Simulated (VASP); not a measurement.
# H4CO in VASP: a series of runs

The runs below take H4CO through single point, with r2SCAN+D3(BJ).

Program: VASP 6.6.1. These are calculated values, not measurements. Logs are shortened: lines on timing, memory, paths and dates and some standing lists are left out, and cuts for length are marked.

## Step 1: The cell of the first run

The cell holds a disordered packing, 36 atoms: a = 7.380 Å, b = 7.380 Å, c = 7.380 Å, α = 90.00°, β = 90.00°, γ = 90.00°.

## Step 2: Single point, r2SCAN+D3(BJ)

Contents of POSCAR:

```
H4CO
1.0
    7.3803230000      0.0000000000      0.0000000000
    0.0000000000      7.3803230000      0.0000000000
    0.0000000000      0.0000000000      7.3803230000
C O H
6 6 24
Direct
    0.1133554724      0.0029808993      0.0202430165
    0.4128816584      0.6208535859      0.1109436538
    0.6854578045      0.2262096117      0.0954700763
    0.3192543199      0.3300668548      0.5117933185
    0.2249901529      0.7794509807      0.6257449708
    0.7513627791      0.9059495093      0.5571165381
    0.0847388387      0.0117339038      0.2199090744
    0.5589863750      0.7147383658      0.1921460619
    0.5889715125      0.2234184059     -0.0723003587
    0.2621565479      0.3101083787      0.7064053972
    0.0916355558      0.6631688071      0.6973407532
    0.7192232643      0.7181122019      0.5803269044
    0.0423558698     -0.1159434350     -0.0276952648
    0.1781493845      0.0916355558      0.2613706744
    0.0727339440      0.1277992847     -0.0479382813
    0.2553953262     -0.0239691406     -0.0115848588
    0.4359971779      0.6312054364     -0.0315026863
    0.5577804657      0.6953218714      0.3206228237
    0.4137759282      0.4758192832      0.1471886800
    0.2785650438      0.6759460257      0.1449259064
    0.6129677522      0.3038755892      0.1998422020
    0.6591310435      0.1433541594     -0.1421888988
    0.6923003234      0.0890340436      0.1333681466
    0.8181891226      0.2831989874      0.0798474538
    0.2031211913      0.3698618611      0.4240600310
    0.3729105081      0.2803942321      0.7709283184
    0.4225560318      0.4407937159      0.5073761677
    0.3808098914      0.2025114619      0.4687735212
    0.1845176695      0.9202578261      0.6619493483
    0.1337204347      0.5367651253      0.7057821182
    0.3595506592      0.7470404751      0.6839402557
    0.2423335672      0.7589234238      0.4747759685
    0.6278316003      0.9620852637      0.5020647470
    0.8330665203      0.6614886638      0.6134013376
    0.7839900774      0.9747269869      0.6899291535
    0.8587293537      0.9347151879      0.4560369512
```

Contents of INCAR.step1:

```
PREC = Accurate
ENCUT = 520
ISMEAR = -1
SIGMA = 0.02
LREAL = Auto
LASPH = T
NELM = 100
NBANDS = 66
GGA = PE
ALGO = Normal
EDIFF = 1E-4
LWAVE = T
LCHARG = F
```

Contents of INCAR.step2:

```
PREC = Accurate
ENCUT = 520
EDIFF = 1E-6
ISMEAR = -1
SIGMA = 0.02
LREAL = Auto
LASPH = T
NELM = 100
ALGO = Normal
ISIF = 2
LWAVE = F
LCHARG = T
METAGGA = R2SCAN
LMIXTAU = T
IVDW = 12
VDW_S6 = 1.0
VDW_S8 = 0.78981345
VDW_A1 = 0.49484001
VDW_A2 = 5.73083694
LELF = T
LVHAR = T
NBANDS = 66
ISTART = 1
```

Contents of KPOINTS:

```
Automatic mesh
0
Gamma
  1 1 1
```

Potentials or basis: VASP PAW PBE potentials, release 64 (C, O, H).

The run is started by

```
> cat potpaw_PBE.64/C/POTCAR potpaw_PBE.64/O/POTCAR potpaw_PBE.64/H/POTCAR > POTCAR
> cp INCAR.step1 INCAR
> mpirun -np 1 vasp_gam > vasp.out
> cp INCAR.step2 INCAR
> mpirun -np 1 vasp_gam > vasp.out
```

OUTCAR:

```text
PREC = Accurate
   ENCUT = 520
   EDIFF = 1E-6
   ISMEAR = -1
   LREAL = Auto
   LASPH = T
   NELM = 100
   ISIF = 2
   METAGGA = R2SCAN
   IVDW = 12
   ISTART = 1
 IVDW          = 12

 ion  position               nearest neighbor table
   1  0.113  0.003  0.020-  13 1.08  15 1.09  16 1.09   7 1.49
   2  0.413  0.621  0.111-  17 1.07  20 1.10  19 1.10   8 1.41
   3  0.685  0.226  0.095-  23 1.05  24 1.07  21 1.10   9 1.43
   4  0.319  0.330  0.512-  28 1.09  25 1.11  27 1.12  10 1.50
   5  0.225  0.779  0.626-  31 1.11  29 1.11  32 1.13  11 1.41
   6  0.751  0.906  0.557-  33 1.08  36 1.11  35 1.13  12 1.42
   7  0.085  0.012  0.220-  14 0.96   1 1.49
   8  0.559  0.715  0.192-  18 0.96   2 1.41
   9  0.589  0.223  0.928-  22 0.94   3 1.43
  10  0.262  0.310  0.706-  26 0.97   4 1.50
  11  0.092  0.663  0.697-  30 0.99   5 1.41
  12  0.719  0.718  0.580-  34 0.97   6 1.42
  13  0.042  0.884  0.972-   1 1.08
  14  0.178  0.092  0.261-   7 0.96
  15  0.073  0.128  0.952-   1 1.09
  16  0.255  0.976  0.988-   1 1.09
  17  0.436  0.631  0.968-   2 1.07
  18  0.558  0.695  0.321-   8 0.96
[... 16 lines left out ...]
  35  0.784  0.975  0.690-   6 1.13
  36  0.859  0.935  0.456-   6 1.11

  LATTYP: Found a simple cubic cell.
 ALAT       =     7.3803230000

  Lattice vectors:

 A1 = (   7.3803230000,   0.0000000000,   0.0000000000)
 A2 = (   0.0000000000,   7.3803230000,   0.0000000000)
 A3 = (   0.0000000000,   0.0000000000,   7.3803230000)

Analysis of symmetry for initial positions (statically):
=====================================================================
 Subroutine PRICEL returns:
 Original cell was already a primitive cell.

 Routine SETGRP: Setting up the symmetry group for a
 simple cubic supercell.

 Subroutine GETGRP returns: Found  1 space group operations
 (whereof  1 operations were pure point group operations)
 out of a pool of 48 trial point group operations.

The static configuration has the point symmetry C_1 .

Analysis of symmetry for dynamics (positions and initial velocities):
=====================================================================
 Subroutine PRICEL returns:
 Original cell was already a primitive cell.

 Routine SETGRP: Setting up the symmetry group for a
 simple cubic supercell.

 Subroutine GETGRP returns: Found  1 space group operations
 (whereof  1 operations were pure point group operations)
 out of a pool of 48 trial point group operations.

The dynamic configuration has the point symmetry C_1 .

 Subroutine INISYM returns: Found  1 space group operations
 (whereof  1 operations are pure point group operations),
 and found     1 'primitive' translations

----------------------------------------------------------------------------------------

                                     Primitive cell

  volume of cell :     402.0001

  direct lattice vectors                    reciprocal lattice vectors
     7.380323000  0.000000000  0.000000000     0.135495425  0.000000000  0.000000000
     0.000000000  7.380323000  0.000000000     0.000000000  0.135495425  0.000000000
     0.000000000  0.000000000  7.380323000     0.000000000  0.000000000  0.135495425

  length of vectors
     7.380323000  7.380323000  7.380323000     0.135495425  0.135495425  0.135495425

  position of ions in fractional coordinates (direct lattice)
     0.113355472  0.002980899  0.020243016
     0.412881658  0.620853586  0.110943654
     0.685457804  0.226209612  0.095470076
     0.319254320  0.330066855  0.511793318
     0.224990153  0.779450981  0.625744971
     0.751362779  0.905949509  0.557116538
[... 28 lines left out ...]
     0.783990077  0.974726987  0.689929154
     0.858729354  0.934715188  0.456036951

  ion indices of the primitive-cell ions
   primitive index   ion index
                 1           1
                 2           2
                 3           3
                 4           4
                 5           5
                 6           6
[... 28 lines left out ...]
                35          35
                36          36

----------------------------------------------------------------------------------------

 KPOINTS: Automatic mesh

Automatic generation of k-mesh.
 Grid dimensions read from file:
 generate k-points for:    1    1    1

 Generating k-lattice:

  Cartesian coordinates                     Fractional coordinates (reciprocal lattice)
     0.135495425  0.000000000  0.000000000     1.000000000  0.000000000  0.000000000
     0.000000000  0.135495425  0.000000000     0.000000000  1.000000000  0.000000000
     0.000000000  0.000000000  0.135495425     0.000000000  0.000000000  1.000000000

  Length of vectors
     0.135495425  0.135495425  0.135495425

  Shift w.r.t. Gamma in fractional coordinates (k-lattice)
     0.000000000  0.000000000  0.000000000

 Subroutine IBZKPT returns following result:
 ===========================================

 Found      1 irreducible k-points:

 Following reciprocal coordinates:
            Coordinates               Weight
  0.000000  0.000000  0.000000      1.000000
   k-points           NKPTS =      1   k-points in BZ     NKDIM =      1   number of bands    NBANDS=     66
   number of dos      NEDOS =    301   number of ions     NIONS =     36
   total plane-waves  NPLWV = 175616
   dimension x,y,z NGX =    56 NGY =   56 NGZ =   56
   dimension x,y,z NGXF=   112 NGYF=  112 NGZF=  112
   ions per type =               6   6  24
   NGX,Y,Z   is equivalent  to a cutoff of  12.61, 12.61, 12.61 a.u.
   NGXF,Y,Z  is equivalent  to a cutoff of  25.23, 25.23, 25.23 a.u.
 SYSTEM =  unknown system
   PREC   = accura    normal or accurate (medium, high low for compatibility)
   ISTART =      1    job   : 0-new  1-cont  2-samecut
   ICHARG =      0    charge: 1-file 2-atom 10-const
   ISPIN  =      1    spin polarized calculation?
   LNONCOLLINEAR =      F non collinear calculations
   LSORBIT =      F    spin-orbit coupling
   LASPH  =      T    aspherical Exc in radial PAW
   ENCUT  =  520.0 eV  38.22 Ry    6.18 a.u.  13.72 13.72 13.72*2*pi/ulx,y,z
   NELM   =    100;   NELMIN=  2; NELMDL=  0     # of ELM steps
   EDIFF  = 0.1E-05   stopping-criterion for ELM
   LREAL  =      T    real-space projection
   EDIFFG = 0.1E-04   stopping-criterion for IOM
   NSW    =      0    number of steps for IOM
   IBRION =     -1    ionic relax: 0-MD 1-quasi-New 2-CG
   NFREE  =      0    steps in history (QN), initial steepest desc. (CG)
   ISIF   =      2    stress and relaxation
   ISYM   =      2    0-nonsym 1-usesym 2-fastsym
   POTIM  = 0.5000    time-step for ionic-motion
   TEBEG  =    0.0;   TEEND  =   0.0 temperature during run
   PSTRESS=    0.0 pullay stress
   NELECT =      84.0000    total number of electrons
   NUPDOWN=      -1.0000    fix difference up-down
   EMIN   =  10.00;   EMAX   =-10.00  energy-range for DOS
   EFERMI =   0.00;   METHOD = LEGACY
   ISMEAR =    -1;   SIGMA  =   0.02  broadening in eV -4-tet -1-fermi 0-gaus
   EFERMI_NEDOS =   21; number of points for ismear=-14 and -15
   IALGO  =     38    algorithm
   IMIX   =      4    mixing-type and parameters
     AMIX     =   0.40;   BMIX     =  1.00
     AMIX_MAG =   1.60;   BMIX_MAG =  1.00
  volume/ion in A,a.u.               =      11.17        75.36
  Fermi-wavevector in a.u.,A,eV,Ry     =   0.971462  1.835797 12.840345  0.943739
  Thomas-Fermi vector in A             =   2.101681
   LORBIT       =      0    0 simple, 1 ext, 2 COOP (PROOUT), +10 PAW based schemes
   METAGGA = R2SCAN    functional components
   LHFCALC =     F    Hartree Fock is set to
   AEXX    =    0.0000 exact exchange contribution
   IVDW    =    12    specifies the selected vdW correction
   LEPSILON=     F    determine dielectric tensor
   LRPA    =     F    only Hartree local field effects (RPA)
 non-spin polarized calculation
  energy-cutoff  :      520.00
  volume of cell :      402.00
 maximum number of plane-waves:      5414
 NGX is ok and might be reduce to    54
   NGX = 27   NGY = 27   NGZ = 27

 number of electron      83.9999999 magnetization

 Free energy of the ion-electron system (eV)
  ---------------------------------------------------
  ext. energy  EPLUGINS =         0.00000000
  ---------------------------------------------------
  free energy    TOTEN  =      -193.78060375 eV

  energy without entropy =     -193.78060375  energy(sigma->0) =     -193.78060375

 E-fermi :  -3.0084     XC(G=0):  -6.5543

 val. band max:       -3.5341517509   @ k =   0.0000   0.0000   0.0000
 cond. band min:       1.9497016472   @ k =   0.0000   0.0000   0.0000
 fundamental gap:      5.4838533982
 Fermi energy:        -3.0083783393

 k-point     1 :       0.0000    0.0000    0.0000
  band No.  band energies     occupation
      1     -24.5546      2.00000
      2     -24.0945      2.00000
      3     -23.8779      2.00000
      4     -23.7991      2.00000
      5     -23.7200      2.00000
      6     -23.5848      2.00000
[... 46 lines left out ...]
     53       5.4672      0.00000
     54       5.5523      0.00000
 [bands above 54 left out]

------------------------ aborting loop because EDIFF is reached ----------------------------------------

 Edisp (eV)   -0.59666

 E8    (eV) :    -0.0917

  FORCE on cell =-STRESS in cart. coord.  units (eV):
  Direction    XX          YY          ZZ          XY          YZ          ZX
  --------------------------------------------------------------------------------------
  -------------------------------------------------------------------------------------
  Total      -0.92402    -1.47738    -5.24332    -0.04685    -0.61220     0.75810
  in kB      -3.68270    -5.88813   -20.89735    -0.18674    -2.43993     3.02143
  external pressure =      -10.16 kB  Pullay stress =        0.00 kB

 VOLUME and BASIS-vectors are now :
 -----------------------------------------------------------------------------
  energy-cutoff  :      520.00
  volume of cell :      402.00
      direct lattice vectors                 reciprocal lattice vectors
     7.380323000  0.000000000  0.000000000     0.135495425  0.000000000  0.000000000
     0.000000000  7.380323000  0.000000000     0.000000000  0.135495425  0.000000000
     0.000000000  0.000000000  7.380323000     0.000000000  0.000000000  0.135495425

 POSITION                                       TOTAL-FORCE (eV/Angst)
 -----------------------------------------------------------------------------------
      0.83660      0.02200      0.14940         0.248647     -0.271047      1.146554
      3.04720      4.58210      0.81880        -0.198308     -0.437615      0.548310
      5.05890      1.66950      0.70460        -0.656373      0.570502      0.331566
      2.35620      2.43600      3.77720         0.170775      0.688049      1.297759
      1.66050      5.75260      4.61820         0.864400     -0.092822     -0.659778
      5.54530      6.68620      4.11170         0.587365      0.331085      0.232864
[... 28 lines left out ...]
      5.78610      7.19380      5.09190        -0.059703     -0.380909     -0.744374
      6.33770      6.89850      3.36570        -0.125382     -0.124548      0.447965
 -----------------------------------------------------------------------------------
    total drift:                                0.012397     -0.006122      0.014320

  FREE ENERGIE OF THE ION-ELECTRON SYSTEM (eV)
  ---------------------------------------------------
  free  energy   TOTEN  =      -194.3772620592 eV

  energy  without entropy=     -194.3772620592  energy(sigma->0) =     -194.37726206
```

Wall time 7.7 min (1 thread of Intel Xeon 8259CL, shared host); peak memory 0.46 GiB.

What came out:

```
Free energy                : -194.3773 eV
Pressure                   : -1.0 GPa
Largest force              : 1.988 eV/Å
Band gap on the k mesh     : 5.48 eV
Dispersion energy per atom : -0.017 eV
```

Forces on the atoms (eV/Å):
```
C    0.249 -0.271  1.147
C   -0.198 -0.438  0.548
C   -0.656  0.571  0.332
C    0.171  0.688  1.298
C    0.864 -0.093 -0.660
C    0.587  0.331  0.233
O    0.087 -0.100 -1.647
O    0.004  0.302 -0.089
O   -0.948  1.279  0.190
O   -0.095  0.215 -1.974
O   -0.767 -0.743  0.166
O   -0.370 -0.169 -0.070
H   -0.500  0.013 -0.057
H    0.209  0.213  0.313
H   -0.174 -0.046  0.067
H    0.165  0.213  0.192
H   -0.081 -0.037 -0.803
H    0.200 -0.068  0.506
H   -0.055  0.196 -0.110
H    0.150  0.105  0.013
H   -0.005 -0.123 -0.461
H    0.476 -0.880 -1.124
H    0.449 -1.317  0.999
H    0.615  0.318 -0.076
H    0.359 -0.345  0.758
H    0.080  0.108  0.361
H   -0.429 -0.572 -0.174
H   -0.080  0.027 -0.202
H    0.305 -0.614 -0.461
H    0.265  0.510  0.052
H   -0.250  0.302  0.052
H   -0.385  0.534  0.851
H   -0.382  0.273  0.014
H    0.325  0.122  0.112
H   -0.060 -0.381 -0.744
H   -0.125 -0.125  0.448
```

Caveat: the k points lie up to 0.85 Å⁻¹ apart, too coarse for converged energies, forces and pressures; the PAW data sets were made with another functional, which shifts forces and pressure a little.

## Step 3: Single point, r2SCAN+D3(BJ)

Contents of POSCAR:

```
H4CO
1.0
    7.3803230000      0.0000000000      0.0000000000
    0.0000000000      7.3803230000      0.0000000000
    0.0000000000      0.0000000000      7.3803230000
C O H
6 6 24
Direct
    0.1156995432      0.0040513132      0.0206088541
    0.4152934770      0.6196205776      0.1075562682
    0.6836557153      0.2265618998      0.0943183652
    0.3215170935      0.3314353586      0.5123894984
    0.2274155210      0.7821608892      0.6267747360
    0.7512001846      0.9062069506      0.5533904139
    0.0824489660      0.0128991644      0.2193941918
    0.5582682492      0.7146435190      0.1928099895
    0.5891341070      0.2224157398     -0.0721919623
    0.2645006187      0.3125879450      0.7049149475
    0.0924349788      0.6646999054      0.7004842471
    0.7199278406      0.7186812826      0.5820747954
    0.0373831877     -0.1100222849     -0.0294296063
    0.1786778167      0.0798745529      0.2789037824
    0.0695633511      0.1298046170     -0.0424371670
    0.2560186051     -0.0265164546     -0.0061243932
    0.4221766446      0.6403378280     -0.0393885200
    0.5537833507      0.7010126793      0.3239153625
    0.4097652637      0.4771471384      0.1402513142
    0.2826705552      0.6694693444      0.1483810397
    0.6059355397      0.2980763850      0.1966851586
    0.6469093561      0.1299807610     -0.1505354169
    0.7018121023      0.0812701558      0.1469718873
    0.8219016973      0.2890794888      0.0781808601
    0.1989479322      0.3529249330      0.4367288532
    0.3733576430      0.2863153821      0.7751151271
    0.4191821957      0.4349403136      0.5037990885
    0.3810131345      0.2069421623      0.4529205565
    0.1911840444      0.9197971417      0.6581419269
    0.1441806815      0.5467375886      0.7100637736
    0.3557838864      0.7511188873      0.6894549195
    0.2301525286      0.7809820790      0.4806022717
    0.6245390615      0.9618684711      0.4980540825
    0.8393399584      0.6721115051      0.6200270639
    0.7706979762      0.9728706996      0.6817045812
    0.8620760907      0.9249053192      0.4603592553
```

Contents of INCAR.step1:

```
SYSTEM = H4CO
PREC = Accurate
ENCUT = 520
ISMEAR = -1
SIGMA = 0.02
LREAL = Auto
LASPH = .True.
NELM = 100
NBANDS = 66
GGA = PE
ALGO = Normal
EDIFF = 1E-4
LWAVE = .True.
LCHARG = .False.
```

Contents of INCAR.step2:

```
SYSTEM = H4CO
PREC = Accurate
ENCUT = 520
EDIFF = 1E-6
ISMEAR = -1
SIGMA = 0.02
LREAL = Auto
LASPH = .True.
NELM = 100
ALGO = Normal
ISIF = 2
LWAVE = .False.
LCHARG = .True.
METAGGA = R2SCAN
LMIXTAU = .True.
IVDW = 12
VDW_S6 = 1.0
VDW_S8 = 0.78981345
VDW_A1 = 0.49484001
VDW_A2 = 5.73083694
LELF = .True.
LVHAR = .True.
NBANDS = 66
ISTART = 1
```

Contents of KPOINTS:

```
Automatic mesh
0
Gamma
  1 1 1
  0 0 0
```

Potentials or basis: VASP PAW PBE potentials, release 64 (C, O, H).

The run is started by

```
> cat potpaw_PBE.64/C/POTCAR potpaw_PBE.64/O/POTCAR potpaw_PBE.64/H/POTCAR > POTCAR
> cp INCAR.step1 INCAR
> mpirun -np 1 vasp_gam > vasp.out
> cp INCAR.step2 INCAR
> mpirun -np 1 vasp_gam > vasp.out
```

It took 7.7 min on 1 thread of Intel Xeon 8259CL, shared host; peak memory 0.46 GiB.

It converged, with:

```yaml
Free_energy: -194.3786 eV
Pressure: -0.7 GPa
Largest_force: 2.473 eV/Å
Band_gap_on_the_k_mesh: 5.41 eV
Dispersion_energy_per_atom: -0.017 eV
```

Forces on the atoms (eV/Å):
```
C   -0.558  0.086  1.517
C   -0.715  0.481 -0.017
C    1.566 -1.738  0.801
C   -0.760 -1.729  1.323
C   -0.476  0.014  0.343
C   -1.204 -0.334 -0.285
O    0.221 -0.123 -0.857
O    0.184  0.113  0.105
O   -0.140 -0.610 -1.320
O    0.466 -0.106 -1.472
O   -0.653  0.950 -0.308
O    0.398 -0.532  0.209
H   -0.221 -0.038  0.077
H   -0.131 -0.119 -0.483
H    0.258 -0.044 -0.094
H    0.487  0.234 -0.105
H    0.371 -0.194  0.259
H    0.082 -0.156 -0.287
H    0.399 -0.601 -0.131
H   -0.318  0.399  0.151
H   -0.067  0.282 -0.194
H   -0.467  0.825  0.778
H   -0.023  1.365 -0.431
H   -0.936 -0.257  0.224
H   -0.367  0.612 -0.192
H   -0.045  0.105  0.176
H    0.767  1.232 -0.349
H    0.015  0.046  0.603
H   -0.199  0.543  0.472
H    0.393 -1.105  0.193
H    0.640 -0.005 -0.163
H    0.232 -0.476 -0.623
H    0.297  0.023 -0.200
H   -0.420 -0.056 -0.066
H    0.553  0.457  0.613
H    0.373  0.455 -0.267
```

Stress tensor (GPa, compression positive):
```
-0.45  0.01  0.15
 0.01  0.33 -0.13
 0.15 -0.13 -2.12
```

Levels at points of the mesh, in eV from the valence-band top:
| k point | band 39 | band 40 | band 41 | band 42 | band 43 | band 44 | band 45 | band 46 |
| --- | --- | --- | --- | --- | --- | --- | --- | --- |
| (0.00, 0.00, 0.00) | -0.51 | -0.30 | -0.16 | 0.00 | 5.41 | 6.34 | 6.67 | 7.02 |

Caveat: the k points lie up to 0.85 Å⁻¹ apart, too coarse for converged energies, forces and pressures; the PAW data sets were made with another functional, which shifts forces and pressure a little.
